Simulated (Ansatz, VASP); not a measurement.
**Two plane-wave programs on EuSc**

```xyz
2
Lattice="3.8458 0.0000 0.0000 0.0000 3.8458 0.0000 0.0000 0.0000 3.8458" Properties=species:S:1:pos:R:3 pbc="T T T"
Eu    0.0000    0.0000    0.0000
Sc    1.9229    1.9229    1.9229
```

Change from the starting cell: species swapped into the LaZn type (Pm-3m, No. 221).

Alike in both runs: task single point; functional PBE; k mesh 4 × 4 × 4; occupations gaussian, width 0.1 eV; collinear spin.

|  | VASP | Ansatz |
| --- | --- | --- |
| version | VASP 6.6.1 | Ansatz 0.2.0 |
| potentials or method | VASP PAW PBE potentials, release 64 (Eu, Sc_sv), cutoff 520 eV | scalar-relativistic, plane waves, PAW |
| valence electrons in the cell | 28 | 28 |

```tsv
	VASP	Ansatz	Ansatz less VASP
gap on the k mesh at the Fermi level (eV)	none	none	-
pressure (GPa)	3.0	3.1	+0.11
net moment per atom (μB)	3.58	3.60	+0.017
size of the moment on the site where the two differ most (μB)	6.54	6.77	+0.230
```

Site moments also hang on the region over which each program counts them. A gap of «none» marks a metal or a gap that the smearing closes.

The k mesh is coarse, so the values compare programs but aren't converged. Spin-orbit coupling is off throughout.
